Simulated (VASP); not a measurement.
# TiO2: single point with LDA

The system is TiO2.

```
Ti O
1.0
     2.66946   -2.67007    0.00000
     2.66946    2.67007    0.00000
    -2.59794    0.00000    4.73181
Ti O
2 4
Direct
  0.86589 0.13411 0.75000
  0.13411 0.86589 0.25000
  0.08876 0.33122 0.16715
  0.91124 0.66878 0.83285
  0.66878 0.91124 0.33285
  0.33122 0.08876 0.66715
```

| Quantity | Value |
| --- | --- |
| Program | VASP 6.6.1 |
| Task | single point |
| Functional | LDA |
| Potentials or basis | VASP PAW LDA potentials, release 64 (Ti_sv, O) |
| Cutoff | 520 eV |
| k mesh | 8 × 8 × 6 |
| Occupations | fermi-dirac, width 0.05 eV |
| Spin | no spin polarisation |

```json
{
 "Pressure": "-3.6 GPa",
 "Largest force": "0.117 eV/Å",
 "Band gap on the k mesh": "2.03 eV (least direct gap 2.39 eV)"
}
```

Forces in eV/Å, atoms in the order of the input:
```
Ti   0.000 -0.117  0.000
Ti   0.000  0.117  0.000
O   -0.024  0.000 -0.079
O    0.024  0.000  0.079
O    0.024  0.000  0.079
O   -0.024  0.000 -0.079
```

Stress tensor (GPa, compression positive):
```
-3.85  0.00 -0.07
 0.00 -3.91  0.00
-0.07  0.00 -3.18
```

Levels at points of the mesh, in eV from the valence-band top:
```tsv
k point	band 20	band 21	band 22	band 23	band 24	band 25	band 26	band 27	band 28	band 29
(0.00, 0.00, 0.00)	-0.80	-0.74	-0.70	-0.48	-0.48	2.03	2.83	3.95	3.96	4.01
(0.50, 0.00, 0.00)	-2.05	-1.99	-0.99	-0.83	-0.62	3.28	3.46	3.51	3.77	4.28
(0.50, 0.50, 0.00)	-2.54	-2.29	-1.96	-0.01	0.00	3.33	3.37	3.66	4.03	4.91
(0.00, 0.00, 0.50)	-1.37	-1.26	-1.26	-0.11	-0.11	2.42	2.42	3.77	3.77	4.22
(0.50, 0.00, 0.50)	-2.02	-1.94	-0.97	-0.82	-0.62	3.13	3.59	3.60	3.64	4.36
(0.50, 0.50, 0.50)	-2.68	-2.12	-2.12	-0.02	-0.02	3.35	3.35	3.85	3.85	4.94
```

Wall time 2.2 min on 1 thread of Intel(R) Xeon(R) 6975P-C (Granite Rapids) (shared host), peak memory 0.29 GiB.

Caveat: the cell stands under tension. A k mesh can miss the band edges.
